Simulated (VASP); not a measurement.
Here is a VASP 6.6.1 calculation.

Contents of INCAR:

```
PREC     = Accurate       # precision mode
ENCUT    = 600            # plane-wave cutoff, eV
EDIFF    = 1E-6           # SCF threshold, eV
ISMEAR   = 0              # smearing method
SIGMA    = 0.05           # smearing width, eV
LREAL    = False          # projectors in reciprocal space
LASPH    = True           # aspherical terms in the spheres
NELM     = 100            # most SCF steps
ALGO     = Normal         # electronic algorithm
ISIF     = 3              # what is computed and relaxed
LWAVE    = False          # write WAVECAR
LCHARG   = False          # write CHGCAR
GGA      = PS             # functional
IBRION   = 2              # ionic algorithm
NSW      = 60             # ionic steps
EDIFFG   = -0.01          # ionic threshold
PSTRESS  = 450.0
```

File KPOINTS:

```
Automatic mesh
0
Gamma
  16 16 16
```

POSCAR

```
Hf
1.0
    2.9100000000      0.0000000000      0.0000000000
    0.0000000000      2.9100000000      0.0000000000
    0.0000000000      0.0000000000      2.9100000000
Hf
1
Direct
    0.0000000000      0.0000000000      0.0000000000
```

Potentials or basis: VASP PAW PBE potentials, release 64 (Hf_pv).

The run is started by

```sh
$ cat potpaw_PBE.64/Hf_pv/POTCAR > POTCAR
$ mpirun -np 1 vasp_std > vasp.out
```

(1) Predict the space group after relaxing (to 0.05 Å).

(2) Predict the band gap on the k mesh.

Results:

(1) Pm-3m (No. 221).

(2) zero (band 5 reaches 7.52 eV, above the bottom of band 6 at 3.58 eV).

Caveat: the cell is relaxed towards a set pressure, so the enthalpy falls and the energy may rise; spin-orbit coupling is left out, which moves the levels of the heavy elements.
